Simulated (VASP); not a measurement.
# CrOs3 (Pm-3m) in VASP: single point with PBE

Aim: the single point of CrOs3 with PBE.

Everything below comes from runs of VASP 6.6.1. Logs are shortened: lines on timing, memory, paths and dates and some standing lists are left out, and cuts for length are marked.

### 1 The cell of the first run

The structure is cubic, space group Pm-3m (No. 221). Conventional cell: a = 3.805 Å, b = 3.805 Å, c = 3.805 Å, α = 90.00°, β = 90.00°, γ = 90.00°. Cr (site symmetry m-3m) has 12 Os at 2.69 Å within 3.5 Å. Within 3.5 Å of Os (site symmetry 4/mmm) lie 4 Cr at 2.69 Å and 8 Os at 2.69 Å.

### 2 Single point, PBE, collinear spin, ferromagnetic start

File INCAR:

```
SYSTEM = CrOs3
PREC = Accurate
ENCUT = 520
EDIFF = 1E-6
ISMEAR = 0
SIGMA = 0.1
LREAL = .FALSE.
LASPH = .TRUE.
NELM = 150
ALGO = Normal
ISIF = 2
LWAVE = .FALSE.
LCHARG = .TRUE.
ISPIN = 2
MAGMOM = 0.8 0 0 0
LORBIT = 11
LMAXMIX = 4
GGA = PE
LELF = .TRUE.
LVHAR = .TRUE.
NBANDS = 30
```

File KPOINTS:

```
regular mesh
0
G
  12 12 12
  0 0 0
```

File POSCAR:

```
CrOs3
1.0
    3.8053672674      0.0000000000      0.0000000000
    0.0000000000      3.8053672674      0.0000000000
    0.0000000000      0.0000000000      3.8053672674
Cr Os
1 3
Direct
    0.0000000000      0.0000000000      0.0000000000
    0.0000000000      0.5000000000      0.5000000000
    0.5000000000      0.0000000000      0.5000000000
    0.5000000000      0.5000000000      0.0000000000
```

Potentials or basis: VASP PAW PBE potentials, release 64 (Cr_pv, Os).

Launch:

```
$ cat potpaw_PBE.64/Cr_pv/POTCAR potpaw_PBE.64/Os/POTCAR > POTCAR
$ mpirun -np 1 vasp_std > vasp.out
```

OUTCAR:

```text
SYSTEM = CrOs3
   PREC = Accurate
   ENCUT = 520
   EDIFF = 1E-6
   ISMEAR = 0
   LREAL = .FALSE.
   LASPH = .TRUE.
   NELM = 150
   ISIF = 2
   ISPIN = 2
   LORBIT = 11
   GGA = PE

 ion  position               nearest neighbor table
   1  0.000  0.000  0.000-   2 2.69   3 2.69   4 2.69   2 2.69   3 2.69   2 2.69   4 2.69   2 2.69
                             3 2.69   4 2.69   3 2.69   4 2.69
   2  0.000  0.500  0.500-   1 2.69   3 2.69   4 2.69   1 2.69   4 2.69   1 2.69   3 2.69   1 2.69
                             3 2.69   4 2.69   4 2.69   3 2.69
   3  0.500  0.000  0.500-   1 2.69   2 2.69   4 2.69   1 2.69   4 2.69   2 2.69   4 2.69   4 2.69
                             1 2.69   2 2.69   1 2.69   2 2.69
   4  0.500  0.500  0.000-   1 2.69   2 2.69   3 2.69   2 2.69   3 2.69   1 2.69   3 2.69   3 2.69
                             1 2.69   2 2.69   2 2.69   1 2.69

  LATTYP: Found a simple cubic cell.
 ALAT       =     3.8053672674

  Lattice vectors:

 A1 = (   3.8053672674,   0.0000000000,   0.0000000000)
 A2 = (   0.0000000000,   3.8053672674,   0.0000000000)
 A3 = (   0.0000000000,   0.0000000000,   3.8053672674)

Analysis of symmetry for initial positions (statically):
=====================================================================
 Subroutine PRICEL returns:
 Original cell was already a primitive cell.

 Routine SETGRP: Setting up the symmetry group for a
 simple cubic supercell.

 Subroutine GETGRP returns: Found 48 space group operations
 (whereof 48 operations were pure point group operations)
 out of a pool of 48 trial point group operations.

The static configuration has the point symmetry O_h .

Analysis of symmetry for dynamics (positions and initial velocities):
=====================================================================
 Subroutine PRICEL returns:
 Original cell was already a primitive cell.

 Routine SETGRP: Setting up the symmetry group for a
 simple cubic supercell.

 Subroutine GETGRP returns: Found 48 space group operations
 (whereof 48 operations were pure point group operations)
 out of a pool of 48 trial point group operations.

The dynamic configuration has the point symmetry O_h .

Analysis of structural, dynamic, and magnetic symmetry:
=====================================================================
 Subroutine PRICEL returns:
 Original cell was already a primitive cell.

 Routine SETGRP: Setting up the symmetry group for a
 simple cubic supercell.

 Subroutine GETGRP returns: Found 48 space group operations
 (whereof 48 operations were pure point group operations)
 out of a pool of 48 trial point group operations.

The overall configuration has the point symmetry O_h .
[... 133 lines left out ...]
   LRPA    =     F    only Hartree local field effects (RPA)
 spin polarized calculation
 Gauss-broadening in eV      SIGMA  =   0.10
  energy-cutoff  :      520.00
  volume of cell :       55.10
 maximum number of plane-waves:      1503
   NGX = 15   NGY = 15   NGZ = 15

 number of electron      35.9999973 magnetization      -0.0226091

 number of electron      35.9999972 magnetization       0.0249777

 Free energy of the ion-electron system (eV)
  ---------------------------------------------------
  ext. energy  EPLUGINS =         0.00000000
  ---------------------------------------------------
  free energy    TOTEN  =       -42.87925343 eV

  energy without entropy =      -42.85641184  energy(sigma->0) =      -42.86783263

 E-fermi :   9.1628     XC(G=0): -13.7973

 val. band max:        9.1626750050   @ k =   0.4167   0.1667   0.1667
 cond. band min:       9.1642349663   @ k =   0.4167   0.0833   0.0000
 fundamental gap:      0.0015599614
 Fermi energy:         9.1628394664

 spin component 1

 k-point     1 :       0.0000    0.0000    0.0000
  band No.  band energies     occupation
      1     -34.0420      1.00000
      2     -34.0420      1.00000
      3     -34.0420      1.00000
      4      -0.8121      1.00000
      5       1.9502      1.00000
      6       2.8634      1.00000
[... 781 lines left out ...]
     29      20.9375      0.00000
     30      21.0568      0.00000

 [... further k-points ...]

 spin component 2

 k-point     1 :       0.0000    0.0000    0.0000
  band No.  band energies     occupation
      1     -33.9931      1.00000
      2     -33.9931      1.00000
      3     -33.9931      1.00000
      4      -0.8122      1.00000
      5       1.9478      1.00000
      6       2.8668      1.00000
[... 781 lines left out ...]
     29      20.9420      0.00000
     30      21.0661      0.00000

 [... further k-points ...]

------------------------ aborting loop because EDIFF is reached ----------------------------------------

  FORCE on cell =-STRESS in cart. coord.  units (eV):
  Direction    XX          YY          ZZ          XY          YZ          ZX
  --------------------------------------------------------------------------------------
  -------------------------------------------------------------------------------------
  Total       -0.0618607     -0.0618607     -0.0618607     -0.0000000     -0.0000000      0.0000000
  in kB       -1.7986054     -1.7986054     -1.7986054     -0.0000000     -0.0000000      0.0000000
  external PRESSURE =      -1.7986054 kB  Pullay stress =       0.0000000 kB

 VOLUME and BASIS-vectors are now :
 -----------------------------------------------------------------------------
  energy-cutoff  :      520.00
  volume of cell :       55.10
      direct lattice vectors                 reciprocal lattice vectors
     3.805367267  0.000000000  0.000000000     0.262786725  0.000000000  0.000000000
     0.000000000  3.805367267  0.000000000     0.000000000  0.262786725  0.000000000
     0.000000000  0.000000000  3.805367267     0.000000000  0.000000000  0.262786725

 POSITION                                       TOTAL-FORCE (eV/Angst)
 -----------------------------------------------------------------------------------
      0.00000      0.00000      0.00000         0.000000      0.000000      0.000000
      0.00000      1.90268      1.90268         0.000000      0.000000      0.000000
      1.90268      0.00000      1.90268         0.000000      0.000000      0.000000
      1.90268      1.90268      0.00000         0.000000      0.000000      0.000000
 -----------------------------------------------------------------------------------
    total drift:                               -0.000000      0.000000      0.000000

  FREE ENERGIE OF THE ION-ELECTRON SYSTEM (eV)
  ---------------------------------------------------
  free  energy   TOTEN  =       -42.8792534299 eV

  energy  without entropy=      -42.8564118378  energy(sigma->0) =      -42.86783263

 total charge

# of ion       s       p       d       tot
------------------------------------------
    1        0.367   6.365   4.144  10.876
    2        0.685   0.743   6.007   7.436
    3        0.685   0.743   6.007   7.436
    4        0.685   0.743   6.007   7.436
--------------------------------------------------
tot          2.422   8.594  22.167  33.183

 magnetization (x)

# of ion       s       p       d       tot
------------------------------------------
    1        0.000   0.001   0.047   0.049
    2       -0.000  -0.000  -0.008  -0.008
    3       -0.000  -0.000  -0.008  -0.008
    4       -0.000  -0.000  -0.008  -0.008
--------------------------------------------------
tot         -0.000  -0.000   0.025   0.024
```

OSZICAR:

```text
N       E                     dE             d eps       ncg     rms          rms(c)
DAV:   1     0.334926813015E+03    0.33493E+03   -0.17248E+04 10128   0.122E+03
DAV:   2    -0.247049582592E+02   -0.35963E+03   -0.33478E+03 10128   0.414E+02
DAV:   3    -0.466055411250E+02   -0.21901E+02   -0.20259E+02 11902   0.984E+01
DAV:   4    -0.471849352416E+02   -0.57939E+00   -0.57394E+00 11738   0.164E+01
DAV:   5    -0.471927033522E+02   -0.77681E-02   -0.77573E-02 12308   0.163E+00    0.309E+01
DAV:   6    -0.611188653008E+02   -0.13926E+02   -0.11450E+02 10936   0.596E+01    0.480E+01
DAV:   7    -0.434098401398E+02    0.17709E+02   -0.22637E+01 11288   0.730E+01    0.974E+00
DAV:   8    -0.428978407266E+02    0.51200E+00   -0.32407E+00 11310   0.110E+01    0.342E+00
DAV:   9    -0.428858431840E+02    0.11998E-01   -0.84812E-02 11572   0.223E+00    0.179E+00
DAV:  10    -0.428801700510E+02    0.56731E-02   -0.16547E-02 11614   0.878E-01    0.871E-01
DAV:  11    -0.428792270547E+02    0.94300E-03   -0.20268E-03 11018   0.344E-01    0.142E-01
DAV:  12    -0.428792755990E+02   -0.48544E-04   -0.14831E-04 11448   0.988E-02    0.459E-02
DAV:  13    -0.428792722149E+02    0.33841E-05   -0.89233E-06 11668   0.197E-02    0.189E-02
DAV:  14    -0.428792568200E+02    0.15395E-04   -0.46369E-06  8990   0.173E-02    0.716E-03
DAV:  15    -0.428792530883E+02    0.37317E-05   -0.22747E-06  6308   0.746E-03    0.561E-03
DAV:  16    -0.428792534299E+02   -0.34155E-06   -0.71830E-07  5712   0.346E-03
   1 F= -.42879253E+02 E0= -.42867833E+02  d E =-.228416E-01  mag=     0.0254
```

stdout:

```text
POSCAR found type information on POSCAR CrOs
 POSCAR found :  2 types and       4 ions
 scaLAPACK will be used
 LDA part: xc-table for (Slater+PW92), standard interpolation
 POSCAR, INCAR and KPOINTS ok, starting setup
 FFT: planning ... GRIDC
 FFT: planning ... GRID_SOFT
 FFT: planning ... GRID
 WAVECAR not read
 entering main loop
```

Wall time 1.8 min (1 thread of Intel Xeon Platinum 8559C (Emerald Rapids), shared host); peak memory 0.32 GiB.

Results:

```yaml
Free_energy: -42.8793 eV
Pressure: -0.2 GPa
Band_gap_on_the_k_mesh: zero (filled and empty bands overlap)
Net_moment: 0.02 μB per cell
Site_moments: Cr +0.05; Os -0.01 μB
Valence_electrons_inside_the_program's_atomic_spheres: Cr 10.88; Os 7.44
```

Caveat: spin-orbit coupling is left out, which moves the levels of the heavy elements.
